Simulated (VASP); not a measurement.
# Be (a cell with a defect) in VASP: further runs

The runs below take Be (a cell with a defect) through single point, with PBEsol.

Program: VASP 6.6.1. These are calculated values, not measurements. Logs are shortened: lines on timing, memory, paths and dates and some standing lists are left out, and cuts for length are marked.

## Step 1: The cell of the first run

The cell holds a defect, 17 atoms: a = 4.580 Å, b = 3.966 Å, c = 7.177 Å, α = 90.00°, β = 90.00°, γ = 90.00°.

## Step 2: Single point, PBEsol

INCAR reads:

```
PREC = Accurate
ENCUT = 520
EDIFF = 1E-6
ISMEAR = -1
SIGMA = 0.1
LREAL = Auto
LASPH = True
NELM = 100
ALGO = Normal
ISIF = 2
LWAVE = False
LCHARG = True
GGA = PS
LELF = True
LVHAR = True
NBANDS = 31
```

KPOINTS reads:

```
regular mesh
0
Gamma
  3 3 2
```

POSCAR reads:

```
Be
1.0
   -2.2900000000     -3.9663960000      0.0000000000
    3.4350000000     -1.9831980000      0.0000000000
    0.0000000000      0.0000000000      7.1768600000
Be
17
Direct
    0.7704993431      0.4536080046     -0.0359767363
    0.4921012211      0.4127836379      0.2235518040
    0.7566130847      0.5592849968      0.4732153059
    0.4307509483      0.3920290165      0.7111327238
    0.4846538580      0.0650821936     -0.0891058207
    0.2307385384      0.9258780940      0.2332217711
    0.4033675750     -0.1043342804      0.6351802878
    0.0943352875      0.6903137725      0.7382197786
    0.2224354313      0.4194402148     -0.0002508061
   -0.0173523183      0.3232789494      0.2203888609
    0.2165412471      0.5665151254      0.4868981700
    0.1264082935      0.1980713223      0.7948880151
   -0.0577811848     -0.0670215177     -0.0212488470
    0.8108276639      0.8025605095      0.2298219556
    0.0997338578      0.0670714802      0.5088437004
    0.7635575553      1.0416147894      0.7003619968
    0.6103358028      0.0968468671      0.4166864060
```

Potentials or basis: VASP PAW PBE potentials, release 64 (Be).

Run with:

```bash
$ cat potpaw_PBE.64/Be/POTCAR > POTCAR
$ mpirun -np 1 vasp_std > vasp.out
```

OUTCAR:

```text
PREC = Accurate
   ENCUT = 520
   EDIFF = 1E-6
   ISMEAR = -1
   LREAL = Auto
   LASPH = True
   NELM = 100
   ISIF = 2
   GGA = PS

 ion  position               nearest neighbor table
   1  0.770  0.454  0.964-   5 2.06  13 2.06   9 2.09  10 2.14  13 2.21   2 2.26  12 2.27  14 2.36

   2  0.492  0.413  0.224-  17 1.95   9 2.03  14 2.13   3 2.24   1 2.26   6 2.27  10 2.27  11 2.35
                            10 2.36   6 2.36
   3  0.757  0.559  0.473-  17 1.99  14 2.01  11 2.11   2 2.24  17 2.27  10 2.29   4 2.36
   4  0.431  0.392  0.711-  12 1.70   5 1.95   8 1.95  11 2.01   7 2.05  16 2.06   7 2.07   9 2.28
                             3 2.36
   5  0.485  0.065  0.911-  12 1.91   4 1.95   9 1.96  16 1.98   1 2.06   7 2.12  13 2.21
   6  0.231  0.926  0.233-  10 1.95  14 1.98  15 2.14  13 2.25   2 2.27  17 2.28  11 2.31   2 2.36

   7  0.403  0.896  0.635-   8 1.79  15 1.79  16 1.81  11 1.89  17 2.00   4 2.05   4 2.07  12 2.09
                             5 2.12
   8  0.094  0.690  0.738-   7 1.79  11 1.95   4 1.95  12 2.00  12 2.06  16 2.08  13 2.10  15 2.22
                             9 2.24
   9  0.222  0.419  1.000-  12 1.77   5 1.96  10 1.96   2 2.03   1 2.09   8 2.24   4 2.28  13 2.32

  10  0.983  0.323  0.220-   6 1.95   9 1.96  14 2.06   1 2.14  14 2.21   2 2.27   3 2.29  13 2.33
                             2 2.36  15 2.37  17 2.39
  11  0.217  0.567  0.487-   7 1.89   8 1.95   4 2.01  15 2.06  15 2.06   3 2.11   6 2.31   2 2.35
[... 7 lines left out ...]
  15  0.100  0.067  0.509-   7 1.79  11 2.06  11 2.06  16 2.07  12 2.12   6 2.14   8 2.22  17 2.34
                            10 2.37
  16  0.764  0.042  0.700-   7 1.81  12 1.90   5 1.98   4 2.06  15 2.07   8 2.08  17 2.16  13 2.20

  17  0.610  0.097  0.417-   2 1.95   3 1.99   7 2.00  14 2.00  16 2.16   3 2.27   6 2.28  15 2.34
                            10 2.39

  LATTYP: Found a simple orthorhombic cell.
 ALAT       =     3.9663962620
 B/A-ratio  =     1.1547004875
 C/A-ratio  =     1.8094157835

  Lattice vectors:

 A1 = (  -3.4350000000,   1.9831980000,   0.0000000000)
 A2 = (  -2.2900000000,  -3.9663960000,   0.0000000000)
 A3 = (   0.0000000000,   0.0000000000,   7.1768600000)

Analysis of symmetry for initial positions (statically):
=====================================================================
 Subroutine PRICEL returns:
 Original cell was already a primitive cell.

 Routine SETGRP: Setting up the symmetry group for a
 simple orthorhombic supercell.

 Subroutine GETGRP returns: Found  1 space group operations
 (whereof  1 operations were pure point group operations)
 out of a pool of  8 trial point group operations.

The static configuration has the point symmetry C_1 .

Analysis of symmetry for dynamics (positions and initial velocities):
=====================================================================
 Subroutine PRICEL returns:
 Original cell was already a primitive cell.

 Routine SETGRP: Setting up the symmetry group for a
 simple orthorhombic supercell.

 Subroutine GETGRP returns: Found  1 space group operations
 (whereof  1 operations were pure point group operations)
 out of a pool of  8 trial point group operations.

The dynamic configuration has the point symmetry C_1 .

 Subroutine INISYM returns: Found  1 space group operations
 (whereof  1 operations are pure point group operations),
 and found     1 'primitive' translations

----------------------------------------------------------------------------------------

                                     Primitive cell

  volume of cell :     130.3755

  direct lattice vectors                    reciprocal lattice vectors
    -2.290000000 -3.966396000  0.000000000    -0.109170306 -0.189088533  0.000000000
     3.435000000 -1.983198000  0.000000000     0.218340611 -0.126059022  0.000000000
     0.000000000  0.000000000  7.176860000     0.000000000  0.000000000  0.139336702

  length of vectors
     4.579999697  3.966396262  7.176860000     0.218340626  0.252118027  0.139336702

  position of ions in fractional coordinates (direct lattice)
     0.770499343  0.453608005  0.964023264
     0.492101221  0.412783638  0.223551804
     0.756613085  0.559284997  0.473215306
     0.430750948  0.392029016  0.711132724
     0.484653858  0.065082194  0.910894179
     0.230738538  0.925878094  0.233221771
[... 9 lines left out ...]
     0.763557555  0.041614789  0.700361997
     0.610335803  0.096846867  0.416686406

  ion indices of the primitive-cell ions
   primitive index   ion index
                 1           1
                 2           2
                 3           3
                 4           4
                 5           5
                 6           6
[... 9 lines left out ...]
                16          16
                17          17

----------------------------------------------------------------------------------------

 KPOINTS: regular mesh

Automatic generation of k-mesh.
 Grid dimensions read from file:
 generate k-points for:    3    3    2

 Generating k-lattice:

  Cartesian coordinates                     Fractional coordinates (reciprocal lattice)
    -0.036390102 -0.063029511  0.000000000     0.333333333  0.000000000  0.000000000
     0.072780204 -0.042019674  0.000000000    -0.000000000  0.333333333  0.000000000
     0.000000000  0.000000000  0.069668351     0.000000000  0.000000000  0.500000000

  Length of vectors
     0.072780209  0.084039342  0.069668351

  Shift w.r.t. Gamma in fractional coordinates (k-lattice)
     0.000000000  0.000000000  0.000000000

 Subroutine IBZKPT returns following result:
 ===========================================

 Found     10 irreducible k-points:

 Following reciprocal coordinates:
            Coordinates               Weight
  0.000000  0.000000  0.000000      1.000000
  0.333333  0.000000  0.000000      2.000000
  0.000000  0.333333  0.000000      2.000000
  0.333333  0.333333  0.000000      2.000000
 -0.333333  0.333333  0.000000      2.000000
  0.000000  0.000000  0.500000      1.000000
  0.333333  0.000000  0.500000      2.000000
  0.000000  0.333333  0.500000      2.000000
  0.333333  0.333333  0.500000      2.000000
 -0.333333  0.333333  0.500000      2.000000
   k-points           NKPTS =     10   k-points in BZ     NKDIM =     10   number of bands    NBANDS=     31
   number of dos      NEDOS =    301   number of ions     NIONS =     17
   total plane-waves  NPLWV =  58320
   dimension x,y,z NGX =    36 NGY =   30 NGZ =   54
   dimension x,y,z NGXF=    72 NGYF=   60 NGZF=  108
   ions per type =              17
   NGX,Y,Z   is equivalent  to a cutoff of  13.07, 12.57, 12.51 a.u.
   NGXF,Y,Z  is equivalent  to a cutoff of  26.13, 25.15, 25.02 a.u.
 SYSTEM =  unknown system
   PREC   = accura    normal or accurate (medium, high low for compatibility)
   ISTART =      0    job   : 0-new  1-cont  2-samecut
   ICHARG =      2    charge: 1-file 2-atom 10-const
   ISPIN  =      1    spin polarized calculation?
   LNONCOLLINEAR =      F non collinear calculations
   LSORBIT =      F    spin-orbit coupling
   LASPH  =      T    aspherical Exc in radial PAW
   ENCUT  =  520.0 eV  38.22 Ry    6.18 a.u.   8.52  7.37 13.34*2*pi/ulx,y,z
   NELM   =    100;   NELMIN=  2; NELMDL= -5     # of ELM steps
   EDIFF  = 0.1E-05   stopping-criterion for ELM
   LREAL  =      T    real-space projection
   EDIFFG = 0.1E-04   stopping-criterion for IOM
   NSW    =      0    number of steps for IOM
   IBRION =     -1    ionic relax: 0-MD 1-quasi-New 2-CG
   NFREE  =      0    steps in history (QN), initial steepest desc. (CG)
   ISIF   =      2    stress and relaxation
   ISYM   =      2    0-nonsym 1-usesym 2-fastsym
   POTIM  = 0.5000    time-step for ionic-motion
   TEBEG  =    0.0;   TEEND  =   0.0 temperature during run
   PSTRESS=    0.0 pullay stress
   NELECT =      34.0000    total number of electrons
   NUPDOWN=      -1.0000    fix difference up-down
   EMIN   =  10.00;   EMAX   =-10.00  energy-range for DOS
   EFERMI =   0.00;   METHOD = LEGACY
   ISMEAR =    -1;   SIGMA  =   0.10  broadening in eV -4-tet -1-fermi 0-gaus
   EFERMI_NEDOS =   21; number of points for ismear=-14 and -15
   IALGO  =     38    algorithm
   IMIX   =      4    mixing-type and parameters
     AMIX     =   0.40;   BMIX     =  1.00
     AMIX_MAG =   1.60;   BMIX_MAG =  1.00
  volume/ion in A,a.u.               =       7.67        51.75
  Fermi-wavevector in a.u.,A,eV,Ry     =   1.045930  1.976520 14.884349  1.093969
  Thomas-Fermi vector in A             =   2.180746
   LORBIT       =      0    0 simple, 1 ext, 2 COOP (PROOUT), +10 PAW based schemes
   GGA     = PS    functional components
   LHFCALC =     F    Hartree Fock is set to
   AEXX    =    0.0000 exact exchange contribution
   IVDW    =     0    specifies the selected vdW correction
   LEPSILON=     F    determine dielectric tensor
   LRPA    =     F    only Hartree local field effects (RPA)
 non-spin polarized calculation
  energy-cutoff  :      520.00
  volume of cell :      130.38
 maximum number of plane-waves:      3531
 NGX is ok and might be reduce to    36
   NGX = 17   NGY = 15   NGZ = 27

 number of electron      34.0000000 magnetization

 Free energy of the ion-electron system (eV)
  ---------------------------------------------------
  ext. energy  EPLUGINS =         0.00000000
  ---------------------------------------------------
  free energy    TOTEN  =       -59.79629852 eV

  energy without entropy =      -59.71869512  energy(sigma->0) =      -59.75749682

 E-fermi :   6.9262     XC(G=0): -10.6348

 val. band max:        6.9181646327   @ k =  -0.3333   0.3333   0.5000
 cond. band min:       7.0270171313   @ k =  -0.3333   0.3333   0.0000
 fundamental gap:      0.1088524986
 Fermi energy:         6.9261702949

 k-point     1 :       0.0000    0.0000    0.0000
  band No.  band energies     occupation
      1      -4.3541      2.00000
      2      -2.2986      2.00000
      3      -2.2137      2.00000
      4       0.6443      2.00000
      5       0.8064      2.00000
      6       1.8068      2.00000
[... 309 lines left out ...]
     28      12.6474      0.00000
     29      12.9110      0.00000
 [bands above 29 left out]

------------------------ aborting loop because EDIFF is reached ----------------------------------------

  FORCE on cell =-STRESS in cart. coord.  units (eV):
  Direction    XX          YY          ZZ          XY          YZ          ZX
  --------------------------------------------------------------------------------------
  -------------------------------------------------------------------------------------
  Total       12.2663254     24.7053121     13.8338511      3.0522987      5.9651047     -3.2549156
  in kB      150.7401841    303.6021927    170.0034187     37.5095271     73.3048368    -39.9994744
  external PRESSURE =     208.1152652 kB  Pullay stress =       0.0000000 kB

 VOLUME and BASIS-vectors are now :
 -----------------------------------------------------------------------------
  energy-cutoff  :      520.00
  volume of cell :      130.38
      direct lattice vectors                 reciprocal lattice vectors
    -2.290000000 -3.966396000  0.000000000    -0.109170306 -0.189088533  0.000000000
     3.435000000 -1.983198000  0.000000000     0.218340611 -0.126059022  0.000000000
     0.000000000  0.000000000  7.176860000     0.000000000  0.000000000  0.139336702

 POSITION                                       TOTAL-FORCE (eV/Angst)
 -----------------------------------------------------------------------------------
     -0.20630     -3.95570      6.91866         0.451278      0.369447     -0.788420
      0.29100     -2.77050      1.60440         0.094216     -0.151195     -0.379199
      0.18850     -4.11020      3.39620         0.894786      0.094959      1.091157
      0.36020     -2.48600      5.10370        -0.889355     -3.818263     -1.032116
     -0.88630     -2.05140      6.53736        -1.877233      0.812940      1.402857
      2.65200     -2.75140      1.67380        -2.188982     -1.647787     -0.572260
[... 9 lines left out ...]
     -1.60560     -3.11110      5.02640        -0.106479     -0.608176      0.267556
     -1.06500     -2.61290      2.99050        -0.295562      1.421649      1.226115
 -----------------------------------------------------------------------------------
    total drift:                               -0.002107      0.000909     -0.000618

  FREE ENERGIE OF THE ION-ELECTRON SYSTEM (eV)
  ---------------------------------------------------
  free  energy   TOTEN  =       -59.7962985216 eV

  energy  without entropy=      -59.7186951155  energy(sigma->0) =      -59.75749682
```

Wall time 37 s (1 thread of AMD EPYC 9R45 (Zen 5), shared host); peak memory 0.2 GiB.

Results:

```
Free energy            : -59.7963 eV
Pressure               : 20.8 GPa
Largest force          : 4.054 eV/Å
Band gap on the k mesh : zero (bands 17 and 18 overlap by 0.52 eV)
```

Forces on the atoms (eV/Å):
```
Be   0.451  0.369 -0.788
Be   0.094 -0.151 -0.379
Be   0.895  0.095  1.091
Be  -0.889 -3.818 -1.032
Be  -1.877  0.813  1.403
Be  -2.189 -1.648 -0.572
Be  -1.050 -1.851  0.483
Be   1.222  1.991  1.323
Be   1.638 -1.795  0.884
Be   0.482  0.929  1.836
Be  -0.827 -0.606 -2.304
Be  -0.280  3.259 -1.502
Be   0.348 -0.966  0.438
Be   0.912  0.713 -0.892
Be   1.473  1.853 -1.479
Be  -0.106 -0.608  0.268
Be  -0.296  1.422  1.226
```

Caveat: the k points lie up to 0.53 Å⁻¹ apart, too coarse for converged energies and pressures of a metal; the atoms stand as in a frame of molecular dynamics; the PAW data sets were made with another functional, which shifts forces and pressure a little.

## Step 3: Single point, PBEsol

INCAR reads:

```
ALGO = Normal
EDIFF = 1E-7
ENCUT = 520
GGA = PS
ISIF = 2
ISMEAR = -1
LASPH = T
LCHARG = F
LREAL = Auto
LWAVE = F
NBANDS = 31
NELM = 80
PREC = Accurate
SIGMA = 0.1
```

KPOINTS reads:

```
k-points
0
Gamma
  3 3 2
```

POSCAR reads:

```
Be
1.0
   -2.2900000000     -3.9663960000      0.0000000000
    3.4350000000     -1.9831980000      0.0000000000
    0.0000000000      0.0000000000      7.1768600000
Be
17
Direct
    0.8138660659      0.4458379304     -0.0470261368
    0.5174204418      0.4260823324      0.2250566404
    0.7518957947      0.5570717234      0.5082445526
    0.4882768912      0.3644116684      0.6792942875
    0.5118977973      0.0153845578     -0.0751582168
    0.2465213023      0.9113053223      0.1904454037
    0.4067799885     -0.1338497311      0.6464108259
    0.0325470589      0.6855117219      0.6996653132
    0.2352686159      0.5201354091      0.0037202899
    0.0125441316      0.3533409203      0.2237190080
    0.2285199181      0.5250103675      0.4623331095
    0.1021978776      0.2048422532      0.7747677954
   -0.0468523880     -0.0237822324     -0.0061865495
    0.7923229305      0.8775893772      0.2459710793
    0.0739558409      0.0688089885      0.4667779502
    0.7650148264      1.0169676717      0.7270867761
    0.5957196230      0.0884127909      0.4159339878
```

Potentials or basis: VASP PAW PBE potentials, release 64 (Be).

Run with:

```bash
$ cat potpaw_PBE.64/Be/POTCAR > POTCAR
$ mpirun -np 1 vasp_std > vasp.out
```

Wall time 45 s (1 thread of AMD EPYC 9R45 (Zen 5), shared host); peak memory 0.2 GiB.

It converged, with:

| Quantity | Value |
| --- | --- |
| Free energy | -60.2513 eV |
| Pressure | 17.6 GPa |
| Largest force | 3.977 eV/Å |
| Band gap on the k mesh | zero (bands 17 and 18 overlap by 0.87 eV) |

Forces in eV/Å, atoms in the order of the input:
```
Be   1.835  1.258 -0.488
Be  -0.083  0.009 -0.999
Be   0.615 -0.605 -2.562
Be   0.585  0.896  1.449
Be   1.413  1.785  1.717
Be  -1.344 -1.493  1.093
Be   0.263  0.053 -0.430
Be  -1.298 -0.610  1.927
Be  -0.729 -0.892 -1.843
Be   0.711  0.752  0.993
Be   0.519 -2.052 -0.408
Be  -0.963 -2.438 -0.299
Be  -0.930 -0.466 -0.565
Be  -1.714  0.012 -2.400
Be  -1.238  1.414  1.018
Be   0.601  0.583 -1.287
Be   1.757  1.794  3.084
```

Stress tensor (GPa, compression positive):
```
13.05  4.55  0.99
 4.55 25.51  7.15
 0.99  7.15 14.38
```

Levels at points of the mesh, in eV from the Fermi level:
| k point | band 13 | band 14 | band 15 | band 16 | band 17 | band 18 | band 19 | band 20 | band 21 | band 22 |
| --- | --- | --- | --- | --- | --- | --- | --- | --- | --- | --- |
| (0.00, 0.00, 0.00) | -3.54 | -3.04 | -1.48 | -0.87 | -0.60 | 0.44 | 0.62 | 1.07 | 1.86 | 2.47 |
| (0.00, 0.00, 0.50) | -2.70 | -2.40 | -1.19 | -0.91 | -0.65 | 0.00 | 0.72 | 1.41 | 2.00 | 2.34 |

Caveat: the k points lie up to 0.53 Å⁻¹ apart, too coarse for converged energies and pressures of a metal; the atoms stand as in a frame of molecular dynamics; the PAW data sets were made with another functional, which shifts forces and pressure a little.

The gap in the log of VASP goes by the Fermi energy; the results here count the filled bands.